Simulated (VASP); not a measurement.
# Nb (a cell with a defect) in VASP: notebook

Nb (a cell with a defect) is run at these levels: PBE; tasks: single point.

Program: VASP 6.6.1. These are calculated values, not measurements. Logs are shortened: lines on timing, memory, paths and dates and some standing lists are left out, and cuts for length are marked.

## 1. The cell of the first run

The cell holds a defect, 7 atoms: a = 5.673 Å, b = 5.673 Å, c = 5.673 Å, α = 109.47°, β = 109.47°, γ = 109.47°.

## 2. Single point, PBE

INCAR

```
SYSTEM = Nb
PREC = Accurate
ENCUT = 520
EDIFF = 1E-6
ISMEAR = 0
SIGMA = 0.1
LREAL = .FALSE.
LASPH = .TRUE.
NELM = 100
ALGO = Normal
ISIF = 2
LWAVE = .FALSE.
LCHARG = .FALSE.
GGA = PE
NBANDS = 54
```

KPOINTS

```
Automatic mesh
0
G
  3 3 3
  0 0 0
```

POSCAR

```
Nb
1.0
   -3.2755560000      3.2755560000      3.2755560000
    3.2755560000     -3.2755560000      3.2755560000
    3.2755560000      3.2755560000     -3.2755560000
Nb
7
Direct
   -0.0005180800     -0.0000749491      0.1341337165
   -0.0008039856      0.4885614839      0.0009384666
   -0.0001031886      0.5342079329      0.5013454204
    0.4884702017      0.0003486431      0.0012955053
    0.5334787438     -0.0003622286      0.5009909768
    0.4652684918      0.4660599605     -0.0330024887
    0.5108966234      0.5109634822      0.5121991503
```

Potentials or basis: VASP PAW PBE potentials, release 64 (Nb_sv).

Command:

```sh
$ cat potpaw_PBE.64/Nb_sv/POTCAR > POTCAR
$ mpirun -np 1 vasp_std > vasp.out
```

OUTCAR:

```text
SYSTEM = Nb
   PREC = Accurate
   ENCUT = 520
   EDIFF = 1E-6
   ISMEAR = 0
   LREAL = .FALSE.
   LASPH = .TRUE.
   NELM = 100
   ISIF = 2
   GGA = PE

 ion  position               nearest neighbor table
   1  0.999  1.000  0.134-   7 2.74   2 2.74   4 2.74
   2  0.999  0.489  0.001-   1 2.74   5 2.76   6 2.76   3 2.76   6 2.93   5 2.93   3 2.93
   3  1.000  0.534  0.501-   4 2.76   7 2.76   2 2.76   4 2.93   7 2.93   2 2.93
   4  0.488  0.000  0.001-   1 2.74   3 2.76   6 2.76   5 2.76   3 2.93   6 2.93   5 2.93
   5  0.533  1.000  0.501-   7 2.76   2 2.76   4 2.76   7 2.93   2 2.93   4 2.93
   6  0.465  0.466  0.967-   2 2.76   4 2.76   7 2.76   2 2.93   4 2.93   7 2.93
   7  0.511  0.511  0.512-   1 2.74   5 2.76   3 2.76   6 2.76   5 2.93   3 2.93   6 2.93

  LATTYP: Found a body centered cubic cell.
 ALAT       =     6.5511120000

  Lattice vectors:

 A1 = (  -3.2755560000,   3.2755560000,   3.2755560000)
 A2 = (   3.2755560000,  -3.2755560000,   3.2755560000)
 A3 = (   3.2755560000,   3.2755560000,  -3.2755560000)

Analysis of symmetry for initial positions (statically):
=====================================================================
 Subroutine PRICEL returns:
 Original cell was already a primitive cell.

 Routine SETGRP: Setting up the symmetry group for a
 body centered cubic supercell.

 Subroutine GETGRP returns: Found  1 space group operations
 (whereof  1 operations were pure point group operations)
 out of a pool of 48 trial point group operations.

The static configuration has the point symmetry C_1 .

Analysis of symmetry for dynamics (positions and initial velocities):
=====================================================================
 Subroutine PRICEL returns:
 Original cell was already a primitive cell.

 Routine SETGRP: Setting up the symmetry group for a
 body centered cubic supercell.

 Subroutine GETGRP returns: Found  1 space group operations
 (whereof  1 operations were pure point group operations)
 out of a pool of 48 trial point group operations.

The dynamic configuration has the point symmetry C_1 .

 Subroutine INISYM returns: Found  1 space group operations
 (whereof  1 operations are pure point group operations),
 and found     1 'primitive' translations

----------------------------------------------------------------------------------------

                                     Primitive cell

  volume of cell :     140.5773

  direct lattice vectors                    reciprocal lattice vectors
    -3.275556000  3.275556000  3.275556000     0.000000000  0.152645841  0.152645841
     3.275556000 -3.275556000  3.275556000     0.152645841  0.000000000  0.152645841
     3.275556000  3.275556000 -3.275556000     0.152645841  0.152645841  0.000000000

  length of vectors
     5.673429415  5.673429415  5.673429415     0.215873818  0.215873818  0.215873818

  position of ions in fractional coordinates (direct lattice)
     0.999481920  0.999925051  0.134133717
     0.999196014  0.488561484  0.000938467
     0.999896811  0.534207933  0.501345420
     0.488470202  0.000348643  0.001295505
     0.533478744  0.999637771  0.500990977
     0.465268492  0.466059960  0.966997511
     0.510896623  0.510963482  0.512199150

  ion indices of the primitive-cell ions
   primitive index   ion index
                 1           1
                 2           2
                 3           3
                 4           4
                 5           5
                 6           6
                 7           7

----------------------------------------------------------------------------------------

 KPOINTS: Automatic mesh

Automatic generation of k-mesh.
 Grid dimensions read from file:
 generate k-points for:    3    3    3

 Generating k-lattice:

  Cartesian coordinates                     Fractional coordinates (reciprocal lattice)
     0.000000000  0.050881947  0.050881947     0.333333333  0.000000000  0.000000000
     0.050881947  0.000000000  0.050881947     0.000000000  0.333333333  0.000000000
     0.050881947  0.050881947  0.000000000     0.000000000  0.000000000  0.333333333

  Length of vectors
     0.071957939  0.071957939  0.071957939

  Shift w.r.t. Gamma in fractional coordinates (k-lattice)
     0.000000000  0.000000000  0.000000000

 Subroutine IBZKPT returns following result:
 ===========================================

 Found     14 irreducible k-points:

 Following reciprocal coordinates:
            Coordinates               Weight
  0.000000  0.000000  0.000000      1.000000
  0.333333  0.000000  0.000000      2.000000
  0.000000  0.333333  0.000000      2.000000
  0.000000  0.000000  0.333333      2.000000
  0.333333  0.000000 -0.333333      2.000000
  0.333333 -0.333333  0.000000      2.000000
  0.000000  0.333333 -0.333333      2.000000
  0.333333  0.333333  0.000000      2.000000
  0.000000  0.333333  0.333333      2.000000
  0.333333  0.000000  0.333333      2.000000
 -0.333333 -0.333333 -0.333333      2.000000
 -0.333333  0.333333  0.333333      2.000000
  0.333333 -0.333333  0.333333      2.000000
  0.333333  0.333333 -0.333333      2.000000
   k-points           NKPTS =     14   k-points in BZ     NKDIM =     14   number of bands    NBANDS=     54
   number of dos      NEDOS =    301   number of ions     NIONS =      7
   total plane-waves  NPLWV =  74088
   dimension x,y,z NGX =    42 NGY =   42 NGZ =   42
   dimension x,y,z NGXF=    84 NGYF=   84 NGZF=   84
   ions per type =               7
   NGX,Y,Z   is equivalent  to a cutoff of  12.31, 12.31, 12.31 a.u.
   NGXF,Y,Z  is equivalent  to a cutoff of  24.61, 24.61, 24.61 a.u.
 SYSTEM =  Nb
   PREC   = accura    normal or accurate (medium, high low for compatibility)
   ISTART =      0    job   : 0-new  1-cont  2-samecut
   ICHARG =      2    charge: 1-file 2-atom 10-const
   ISPIN  =      1    spin polarized calculation?
   LNONCOLLINEAR =      F non collinear calculations
   LSORBIT =      F    spin-orbit coupling
   LASPH  =      T    aspherical Exc in radial PAW
   ENCUT  =  520.0 eV  38.22 Ry    6.18 a.u.  10.55 10.55 10.55*2*pi/ulx,y,z
   NELM   =    100;   NELMIN=  2; NELMDL= -5     # of ELM steps
   EDIFF  = 0.1E-05   stopping-criterion for ELM
   LREAL  =      F    real-space projection
   EDIFFG = 0.1E-04   stopping-criterion for IOM
   NSW    =      0    number of steps for IOM
   IBRION =     -1    ionic relax: 0-MD 1-quasi-New 2-CG
   NFREE  =      0    steps in history (QN), initial steepest desc. (CG)
   ISIF   =      2    stress and relaxation
   ISYM   =      2    0-nonsym 1-usesym 2-fastsym
   POTIM  = 0.5000    time-step for ionic-motion
   TEBEG  =    0.0;   TEEND  =   0.0 temperature during run
   PSTRESS=    0.0 pullay stress
   NELECT =      91.0000    total number of electrons
   NUPDOWN=      -1.0000    fix difference up-down
   EMIN   =  10.00;   EMAX   =-10.00  energy-range for DOS
   EFERMI =   0.00;   METHOD = LEGACY
   ISMEAR =     0;   SIGMA  =   0.10  broadening in eV -4-tet -1-fermi 0-gaus
   EFERMI_NEDOS =   21; number of points for ismear=-14 and -15
   IALGO  =     38    algorithm
   IMIX   =      4    mixing-type and parameters
     AMIX     =   0.40;   BMIX     =  1.00
     AMIX_MAG =   1.60;   BMIX_MAG =  1.00
  volume/ion in A,a.u.               =      20.08       135.52
  Fermi-wavevector in a.u.,A,eV,Ry     =   1.416175  2.676183 27.287188  2.005552
  Thomas-Fermi vector in A             =   2.537537
   LORBIT       =      0    0 simple, 1 ext, 2 COOP (PROOUT), +10 PAW based schemes
   GGA     = PE    functional components
   LHFCALC =     F    Hartree Fock is set to
   AEXX    =    0.0000 exact exchange contribution
   IVDW    =     0    specifies the selected vdW correction
   LEPSILON=     F    determine dielectric tensor
   LRPA    =     F    only Hartree local field effects (RPA)
 non-spin polarized calculation
 Gauss-broadening in eV      SIGMA  =   0.10
  energy-cutoff  :      520.00
  volume of cell :      140.58
 maximum number of plane-waves:      3811
 NGX is ok and might be reduce to    42
   NGX = 21   NGY = 21   NGZ = 21

 number of electron      91.0000006 magnetization

 Free energy of the ion-electron system (eV)
  ---------------------------------------------------
  ext. energy  EPLUGINS =         0.00000000
  ---------------------------------------------------
  free energy    TOTEN  =       -68.59208315 eV

  energy without entropy =      -68.54018472  energy(sigma->0) =      -68.56613394

 E-fermi :   9.9095     XC(G=0): -11.8303

 val. band max:        9.8071818555   @ k =   0.3333   0.0000   0.3333
 cond. band min:       9.9187334192   @ k =   0.3333  -0.3333   0.0000
 fundamental gap:      0.1115515637
 Fermi energy:         9.9095247954

 k-point     1 :       0.0000    0.0000    0.0000
  band No.  band energies     occupation
      1     -44.8829      2.00000
      2     -44.7322      2.00000
      3     -44.6379      2.00000
      4     -44.6376      2.00000
      5     -44.4274      2.00000
      6     -44.4272      2.00000
[... 46 lines left out ...]
     53      12.7188      0.00000
     54      12.7451      0.00000

 k-point     2 :       0.3333    0.0000    0.0000
  band No.  band energies     occupation
      1     -44.8609      2.00000
      2     -44.7207      2.00000
      3     -44.6528      2.00000
      4     -44.6384      2.00000
      5     -44.4249      2.00000
      6     -44.4211      2.00000
[... 46 lines left out ...]
     53      12.0315      0.00000
     54      12.3963      0.00000

 k-point     3 :       0.0000    0.3333    0.0000
  band No.  band energies     occupation
      1     -44.8609      2.00000
      2     -44.7206      2.00000
      3     -44.6531      2.00000
      4     -44.6382      2.00000
      5     -44.4248      2.00000
      6     -44.4212      2.00000
[... 46 lines left out ...]
     53      12.0334      0.00000
     54      12.3617      0.00000
[... 514 lines left out ...]
 k-point    13 :       0.3333   -0.3333    0.3333
  band No.  band energies     occupation
      1     -44.8538      2.00000
      2     -44.6883      2.00000
      3     -44.6531      2.00000
      4     -44.6413      2.00000
      5     -44.4443      2.00000
      6     -44.4218      2.00000
[... 46 lines left out ...]
     53      11.4905      0.00000
     54      12.0951      0.00000

 k-point    14 :       0.3333    0.3333   -0.3333
  band No.  band energies     occupation
      1     -44.8538      2.00000
      2     -44.6883      2.00000
      3     -44.6533      2.00000
      4     -44.6412      2.00000
      5     -44.4443      2.00000
      6     -44.4219      2.00000
[... 46 lines left out ...]
     53      11.4902      0.00000
     54      12.0881      0.00000

------------------------ aborting loop because EDIFF is reached ----------------------------------------

  FORCE on cell =-STRESS in cart. coord.  units (eV):
  Direction    XX          YY          ZZ          XY          YZ          ZX
  --------------------------------------------------------------------------------------
  -------------------------------------------------------------------------------------
  Total       -3.9098500     -3.9105583     -3.9110905     -0.9414514      0.9430151      0.9420908
  in kB      -44.5610689    -44.5691419    -44.5752071    -10.7298443     10.7476656     10.7371308
  external PRESSURE =     -44.5684726 kB  Pullay stress =       0.0000000 kB

 VOLUME and BASIS-vectors are now :
 -----------------------------------------------------------------------------
  energy-cutoff  :      520.00
  volume of cell :      140.58
      direct lattice vectors                 reciprocal lattice vectors
    -3.275556000  3.275556000  3.275556000     0.000000000  0.152645841  0.152645841
     3.275556000 -3.275556000  3.275556000     0.152645841  0.000000000  0.152645841
     3.275556000  3.275556000 -3.275556000     0.152645841  0.152645841  0.000000000

 POSITION                                       TOTAL-FORCE (eV/Angst)
 -----------------------------------------------------------------------------------
      0.44081      0.43791      6.10981        -0.246217     -0.245917      0.246804
     -1.66954      1.67569      4.87016         0.127541      0.020610     -0.004620
      0.11679      3.16757      3.38286         0.111643     -0.017952      0.003812
     -1.59463      1.60311      1.59691         0.003222      0.127339     -0.020583
      3.16795      0.11409      3.38079        -0.003573      0.111387      0.016536
      3.17005      3.16486     -0.11684        -0.017134     -0.003088     -0.113074
      1.67796      1.67752      1.66942         0.024519      0.007621     -0.128875
 -----------------------------------------------------------------------------------
    total drift:                                0.000016     -0.000387      0.000314

  FREE ENERGIE OF THE ION-ELECTRON SYSTEM (eV)
  ---------------------------------------------------
  free  energy   TOTEN  =       -68.5920831501 eV

  energy  without entropy=      -68.5401847242  energy(sigma->0) =      -68.56613394
```

It took 3.1 min on 1 thread of Intel Xeon Platinum 8488C (Sapphire Rapids), shared host; peak memory 0.28 GiB.

Results:

```
Free energy   : -68.5921 eV
Pressure      : -4.5 GPa
Largest force : 0.427 eV/Å
```

Forces on the atoms (eV/Å):
```
Nb  -0.246 -0.246  0.247
Nb   0.128  0.021 -0.005
Nb   0.112 -0.018  0.004
Nb   0.003  0.127 -0.021
Nb  -0.004  0.111  0.017
Nb  -0.017 -0.003 -0.113
Nb   0.025  0.008 -0.129
```

Stress tensor (GPa, compression positive):
```
-4.46 -1.07  1.07
-1.07 -4.46  1.07
 1.07  1.07 -4.46
```

Levels at points of the mesh, in eV from the Fermi level:
| k point | band 42 | band 43 | band 44 | band 45 | band 46 | band 47 |
| --- | --- | --- | --- | --- | --- | --- |
| (0.00, 0.00, 0.00) | -0.46 | -0.46 | 0.46 | 0.80 | 0.81 | 1.50 |

Caveat: the k points lie up to 0.45 Å⁻¹ apart.

(Part 1 of 2 ends here.)
